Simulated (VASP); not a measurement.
# Fe3Ge (Pm-3m) in VASP: a series of runs

Fe3Ge is run at these levels: PBEsol; tasks: single point.

Everything below comes from runs of VASP 6.6.1. Logs are shortened: lines on timing, memory, paths and dates and some standing lists are left out, and cuts for length are marked.

## (1) The cell of the first run

Symmetry: Pm-3m, No. 221, cubic system. The conventional cell has a = 3.661 Å, b = 3.661 Å, c = 3.661 Å, α = 90.00°, β = 90.00°, γ = 90.00°. Within 3.4 Å of Ge (site symmetry m-3m) lie 12 Fe at 2.59 Å. Within 3.4 Å of Fe (site symmetry 4/mmm) lie 4 Ge at 2.59 Å and 8 Fe at 2.59 Å.

## (2) Single point, PBEsol, collinear spin, ferromagnetic start

The input, INCAR:

```
SYSTEM = Fe3Ge
PREC = Accurate
ENCUT = 520
EDIFF = 1E-6
ISMEAR = -1
SIGMA = 0.05
LREAL = .False.
LASPH = .True.
NELM = 150
ALGO = Fast
ISIF = 2
LWAVE = .False.
LCHARG = .True.
ISPIN = 2
MAGMOM = 0 3 3 3
LORBIT = 11
LMAXMIX = 4
GGA = PS
LELF = .True.
LVHAR = .True.
NBANDS = 31
```

The input, KPOINTS:

```
regular mesh
0
Gamma
  7 7 7
  0 0 0
```

The input, POSCAR:

```
Fe3Ge
1.0
    3.6605005200      0.0000000000      0.0000000000
    0.0000000000      3.6605005200      0.0000000000
    0.0000000000      0.0000000000      3.6605005200
Ge Fe
1 3
Direct
    0.0000000000      0.0000000000      0.0000000000
    0.5000000000      0.0000000000      0.5000000000
    0.5000000000      0.5000000000      0.0000000000
    0.0000000000      0.5000000000      0.5000000000
```

Potentials or basis: VASP PAW PBE potentials, release 64 (Ge_d, Fe).

Started as:

```bash
$ cat potpaw_PBE.64/Ge_d/POTCAR potpaw_PBE.64/Fe/POTCAR > POTCAR
$ mpirun -np 1 vasp_std > vasp.out
```

OUTCAR:

```text
SYSTEM = Fe3Ge
   PREC = Accurate
   ENCUT = 520
   EDIFF = 1E-6
   ISMEAR = -1
   LREAL = .False.
   LASPH = .True.
   NELM = 150
   ISIF = 2
   ISPIN = 2
   LORBIT = 11
   GGA = PS

 ion  position               nearest neighbor table
   1  0.000  0.000  0.000-   2 2.59   3 2.59   4 2.59   2 2.59   4 2.59   3 2.59   4 2.59   4 2.59
                             2 2.59   3 2.59   2 2.59   3 2.59
   2  0.500  0.000  0.500-   1 2.59   3 2.59   4 2.59   1 2.59   3 2.59   3 2.59   4 2.59   3 2.59
                             1 2.59   4 2.59   1 2.59   4 2.59
   3  0.500  0.500  0.000-   1 2.59   2 2.59   4 2.59   2 2.59   4 2.59   1 2.59   2 2.59   2 2.59
                             1 2.59   4 2.59   4 2.59   1 2.59
   4  0.000  0.500  0.500-   1 2.59   2 2.59   3 2.59   1 2.59   3 2.59   1 2.59   2 2.59   1 2.59
                             2 2.59   3 2.59   3 2.59   2 2.59

  LATTYP: Found a simple cubic cell.
 ALAT       =     3.6605005200

  Lattice vectors:

 A1 = (   3.6605005200,   0.0000000000,   0.0000000000)
 A2 = (   0.0000000000,   3.6605005200,   0.0000000000)
 A3 = (   0.0000000000,   0.0000000000,   3.6605005200)

Analysis of symmetry for initial positions (statically):
=====================================================================
 Subroutine PRICEL returns:
 Original cell was already a primitive cell.

 Routine SETGRP: Setting up the symmetry group for a
 simple cubic supercell.

 Subroutine GETGRP returns: Found 48 space group operations
 (whereof 48 operations were pure point group operations)
 out of a pool of 48 trial point group operations.

The static configuration has the point symmetry O_h .

Analysis of symmetry for dynamics (positions and initial velocities):
=====================================================================
 Subroutine PRICEL returns:
 Original cell was already a primitive cell.

 Routine SETGRP: Setting up the symmetry group for a
 simple cubic supercell.

 Subroutine GETGRP returns: Found 48 space group operations
 (whereof 48 operations were pure point group operations)
 out of a pool of 48 trial point group operations.

The dynamic configuration has the point symmetry O_h .

Analysis of structural, dynamic, and magnetic symmetry:
=====================================================================
 Subroutine PRICEL returns:
 Original cell was already a primitive cell.

 Routine SETGRP: Setting up the symmetry group for a
 simple cubic supercell.

 Subroutine GETGRP returns: Found 48 space group operations
 (whereof 48 operations were pure point group operations)
 out of a pool of 48 trial point group operations.

The overall configuration has the point symmetry O_h .

 Subroutine INISYM returns: Found 48 space group operations
 (whereof 48 operations are pure point group operations),
 and found     1 'primitive' translations

----------------------------------------------------------------------------------------

                                     Primitive cell

  volume of cell :      49.0480

  direct lattice vectors                    reciprocal lattice vectors
     3.660500520  0.000000000  0.000000000     0.273186684  0.000000000  0.000000000
     0.000000000  3.660500520  0.000000000     0.000000000  0.273186684  0.000000000
     0.000000000  0.000000000  3.660500520     0.000000000  0.000000000  0.273186684

  length of vectors
     3.660500520  3.660500520  3.660500520     0.273186684  0.273186684  0.273186684

  position of ions in fractional coordinates (direct lattice)
     0.000000000  0.000000000  0.000000000
     0.500000000  0.000000000  0.500000000
     0.500000000  0.500000000  0.000000000
     0.000000000  0.500000000  0.500000000

  ion indices of the primitive-cell ions
   primitive index   ion index
                 1           1
                 2           2
                 3           3
                 4           4

----------------------------------------------------------------------------------------

 KPOINTS: regular mesh

Automatic generation of k-mesh.
 Grid dimensions read from file:
 generate k-points for:    7    7    7

 Generating k-lattice:

  Cartesian coordinates                     Fractional coordinates (reciprocal lattice)
     0.039026669  0.000000000  0.000000000     0.142857143  0.000000000  0.000000000
     0.000000000  0.039026669  0.000000000     0.000000000  0.142857143  0.000000000
     0.000000000  0.000000000  0.039026669     0.000000000  0.000000000  0.142857143

  Length of vectors
     0.039026669  0.039026669  0.039026669

  Shift w.r.t. Gamma in fractional coordinates (k-lattice)
     0.000000000  0.000000000  0.000000000

 Subroutine IBZKPT returns following result:
 ===========================================

 Found     20 irreducible k-points:

 Following reciprocal coordinates:
            Coordinates               Weight
  0.000000  0.000000  0.000000      1.000000
  0.142857  0.000000  0.000000      6.000000
  0.285714  0.000000  0.000000      6.000000
  0.428571  0.000000  0.000000      6.000000
  0.142857  0.142857  0.000000     12.000000
  0.285714  0.142857  0.000000     24.000000
[... 12 lines left out ...]
  0.428571  0.428571  0.285714     24.000000
  0.428571  0.428571  0.428571      8.000000
   k-points           NKPTS =     20   k-points in BZ     NKDIM =     20   number of bands    NBANDS=     31
   number of dos      NEDOS =    301   number of ions     NIONS =      4
   total plane-waves  NPLWV =  21952
   dimension x,y,z NGX =    28 NGY =   28 NGZ =   28
   dimension x,y,z NGXF=    56 NGYF=   56 NGZF=   56
   ions per type =               1   3
   NGX,Y,Z   is equivalent  to a cutoff of  12.72, 12.72, 12.72 a.u.
   NGXF,Y,Z  is equivalent  to a cutoff of  25.43, 25.43, 25.43 a.u.
 SYSTEM =  Fe3Ge
   PREC   = accura    normal or accurate (medium, high low for compatibility)
   ISTART =      0    job   : 0-new  1-cont  2-samecut
   ICHARG =      2    charge: 1-file 2-atom 10-const
   ISPIN  =      2    spin polarized calculation?
   LNONCOLLINEAR =      F non collinear calculations
   LSORBIT =      F    spin-orbit coupling
   LASPH  =      T    aspherical Exc in radial PAW
   ENCUT  =  520.0 eV  38.22 Ry    6.18 a.u.   6.81  6.81  6.81*2*pi/ulx,y,z
   NELM   =    150;   NELMIN=  2; NELMDL= -5     # of ELM steps
   EDIFF  = 0.1E-05   stopping-criterion for ELM
   LREAL  =      F    real-space projection
   EDIFFG = 0.1E-04   stopping-criterion for IOM
   NSW    =      0    number of steps for IOM
   IBRION =     -1    ionic relax: 0-MD 1-quasi-New 2-CG
   NFREE  =      0    steps in history (QN), initial steepest desc. (CG)
   ISIF   =      2    stress and relaxation
   ISYM   =      2    0-nonsym 1-usesym 2-fastsym
   POTIM  = 0.5000    time-step for ionic-motion
   TEBEG  =    0.0;   TEEND  =   0.0 temperature during run
   PSTRESS=    0.0 pullay stress
   NELECT =      38.0000    total number of electrons
   NUPDOWN=      -1.0000    fix difference up-down
   EMIN   =  10.00;   EMAX   =-10.00  energy-range for DOS
   EFERMI =   0.00;   METHOD = LEGACY
   ISMEAR =    -1;   SIGMA  =   0.05  broadening in eV -4-tet -1-fermi 0-gaus
   EFERMI_NEDOS =   21; number of points for ismear=-14 and -15
   IALGO  =     68    algorithm
   IMIX   =      4    mixing-type and parameters
     AMIX     =   0.40;   BMIX     =  1.00
     AMIX_MAG =   1.60;   BMIX_MAG =  1.00
  volume/ion in A,a.u.               =      12.26        82.75
  Fermi-wavevector in a.u.,A,eV,Ry     =   1.503588  2.841370 30.759742  2.260777
  Thomas-Fermi vector in A             =   2.614679
   LORBIT       =     11    0 simple, 1 ext, 2 COOP (PROOUT), +10 PAW based schemes
   GGA     = PS    functional components
   LHFCALC =     F    Hartree Fock is set to
   AEXX    =    0.0000 exact exchange contribution
   IVDW    =     0    specifies the selected vdW correction
   LEPSILON=     F    determine dielectric tensor
   LRPA    =     F    only Hartree local field effects (RPA)
 spin polarized calculation
 RMM-DIIS sequential band-by-band and
  energy-cutoff  :      520.00
  volume of cell :       49.05
 maximum number of plane-waves:      1357
 NGX is ok and might be reduce to    28
   NGX = 13   NGY = 13   NGZ = 13

 number of electron      38.0000022 magnetization       6.4131063

 Free energy of the ion-electron system (eV)
  ---------------------------------------------------
  ext. energy  EPLUGINS =         0.00000000
  ---------------------------------------------------
  free energy    TOTEN  =       -32.13315621 eV

  energy without entropy =      -32.10481181  energy(sigma->0) =      -32.11898401

 E-fermi :   7.1791     XC(G=0): -13.0845

 val. band max:        7.1754226130   @ k =   0.4286   0.2857   0.1429
 cond. band min:       7.2042906902   @ k =   0.1429   0.1429   0.0000
 fundamental gap:      0.0288680772
 Fermi energy:         7.1790809102

 spin component 1

 k-point     1 :       0.0000    0.0000    0.0000
  band No.  band energies     occupation
      1     -17.5540      1.00000
      2     -17.5540      1.00000
      3     -17.5484      1.00000
      4     -17.5484      1.00000
      5     -17.5484      1.00000
      6      -4.9963      1.00000
[... 23 lines left out ...]
     30      16.5968      0.00000
     31      19.7701      0.00000

 k-point     2 :       0.1429    0.0000    0.0000
  band No.  band energies     occupation
      1     -17.5533      1.00000
      2     -17.5504      1.00000
      3     -17.5482      1.00000
      4     -17.5481      1.00000
      5     -17.5481      1.00000
      6      -4.7854      1.00000
[... 23 lines left out ...]
     30      16.1581      0.00000
     31      19.0469      0.00000

 k-point     3 :       0.2857    0.0000    0.0000
  band No.  band energies     occupation
      1     -17.5517      1.00000
      2     -17.5478      1.00000
      3     -17.5476      1.00000
      4     -17.5476      1.00000
      5     -17.5424      1.00000
      6      -4.1974      1.00000
[... 567 lines left out ...]
     30      21.0902      0.00000
     31      21.2032      0.00000

 k-point    20 :       0.4286    0.4286    0.4286
  band No.  band energies     occupation
      1     -17.5555      1.00000
      2     -17.5555      1.00000
      3     -17.5555      1.00000
      4     -17.5275      1.00000
      5     -17.5275      1.00000
      6      -2.2122      1.00000
[... 23 lines left out ...]
     30      21.7500      0.00000
     31      21.8197      0.00000
 Fermi energy:         7.1790809102

 spin component 2

 k-point     1 :       0.0000    0.0000    0.0000
  band No.  band energies     occupation
      1     -17.5798      1.00000
      2     -17.5798      1.00000
      3     -17.5719      1.00000
      4     -17.5719      1.00000
      5     -17.5719      1.00000
      6      -4.9447      1.00000
[... 23 lines left out ...]
     30      16.7528      0.00000
     31      20.2633      0.00000

 k-point     2 :       0.1429    0.0000    0.0000
  band No.  band energies     occupation
      1     -17.5791      1.00000
      2     -17.5762      1.00000
      3     -17.5717      1.00000
      4     -17.5717      1.00000
      5     -17.5717      1.00000
      6      -4.7381      1.00000
[... 23 lines left out ...]
     30      16.6657      0.00000
     31      19.6557      0.00000

 k-point     3 :       0.2857    0.0000    0.0000
  band No.  band energies     occupation
      1     -17.5776      1.00000
      2     -17.5714      1.00000
      3     -17.5713      1.00000
      4     -17.5713      1.00000
      5     -17.5681      1.00000
      6      -4.1656      1.00000
[... 567 lines left out ...]
     30      21.3462      0.00000
     31      21.3698      0.00000

 k-point    20 :       0.4286    0.4286    0.4286
  band No.  band energies     occupation
      1     -17.5791      1.00000
      2     -17.5791      1.00000
      3     -17.5791      1.00000
      4     -17.5530      1.00000
      5     -17.5530      1.00000
      6      -2.0244      1.00000
[... 23 lines left out ...]
     30      21.8245      0.00000
     31      21.9661      0.00000

------------------------ aborting loop because EDIFF is reached ----------------------------------------

  FORCE on cell =-STRESS in cart. coord.  units (eV):
  Direction    XX          YY          ZZ          XY          YZ          ZX
  --------------------------------------------------------------------------------------
  -------------------------------------------------------------------------------------
  Total       -3.4824519     -3.4824519     -3.4824519      0.0000000     -0.0000000      0.0000000
  in kB     -113.7559943   -113.7559943   -113.7559943      0.0000000     -0.0000000      0.0000000
  external PRESSURE =    -113.7559943 kB  Pullay stress =       0.0000000 kB

 VOLUME and BASIS-vectors are now :
 -----------------------------------------------------------------------------
  energy-cutoff  :      520.00
  volume of cell :       49.05
      direct lattice vectors                 reciprocal lattice vectors
     3.660500520  0.000000000  0.000000000     0.273186684  0.000000000  0.000000000
     0.000000000  3.660500520  0.000000000     0.000000000  0.273186684  0.000000000
     0.000000000  0.000000000  3.660500520     0.000000000  0.000000000  0.273186684

 POSITION                                       TOTAL-FORCE (eV/Angst)
 -----------------------------------------------------------------------------------
      0.00000      0.00000      0.00000         0.000000      0.000000      0.000000
      1.83025      0.00000      1.83025         0.000000      0.000000      0.000000
      1.83025      1.83025      0.00000         0.000000      0.000000      0.000000
      0.00000      1.83025      1.83025         0.000000      0.000000      0.000000
 -----------------------------------------------------------------------------------
    total drift:                               -0.000000      0.000000      0.000000

  FREE ENERGIE OF THE ION-ELECTRON SYSTEM (eV)
  ---------------------------------------------------
  free  energy   TOTEN  =       -32.1331562081 eV

  energy  without entropy=      -32.1048118104  energy(sigma->0) =      -32.11898401

 total charge

# of ion       s       p       d       tot
------------------------------------------
    1        1.082   1.276  10.103  12.461
    2        0.430   0.500   6.279   7.209
    3        0.430   0.500   6.279   7.209
    4        0.430   0.500   6.279   7.209
--------------------------------------------------
tot          2.372   2.777  28.939  34.089

 magnetization (x)

# of ion       s       p       d       tot
------------------------------------------
    1       -0.001  -0.148   0.008  -0.141
    2       -0.000  -0.009   2.188   2.179
    3       -0.000  -0.009   2.188   2.179
    4       -0.000  -0.009   2.188   2.179
--------------------------------------------------
tot         -0.001  -0.174   6.573   6.398
```

Run time: 71 s. Hardware: 1 thread of Intel Xeon Platinum 8488C (Sapphire Rapids), shared host; peak memory 0.19 GiB.

What came out:

```yaml
Free_energy: -32.1332 eV
Pressure: -11.4 GPa
Net_moment: 6.41 μB per cell
Site_moments: Ge -0.14; Fe +2.18 μB
Valence_electrons_inside_the_program's_atomic_spheres: Ge 12.46; Fe 7.21
```

Levels at points of the mesh, in eV from the Fermi level:
Spin up:
| k point | band 19 | band 20 | band 21 | band 22 | band 23 | band 24 | band 25 | band 26 |
| --- | --- | --- | --- | --- | --- | --- | --- | --- |
| (0.00, 0.00, 0.00) | -1.21 | -1.21 | -0.72 | -0.36 | -0.36 | -0.36 | 2.96 | 6.54 |
Spin down:
| k point | band 13 | band 14 | band 15 | band 16 | band 17 | band 18 | band 19 | band 20 |
| --- | --- | --- | --- | --- | --- | --- | --- | --- |
| (0.00, 0.00, 0.00) | -1.16 | -1.16 | -1.16 | 0.16 | 0.16 | 0.16 | 1.27 | 1.27 |

Caveat: the PAW data sets were made with another functional, which shifts forces and pressure a little.

(Continued in part 2 of 2.)
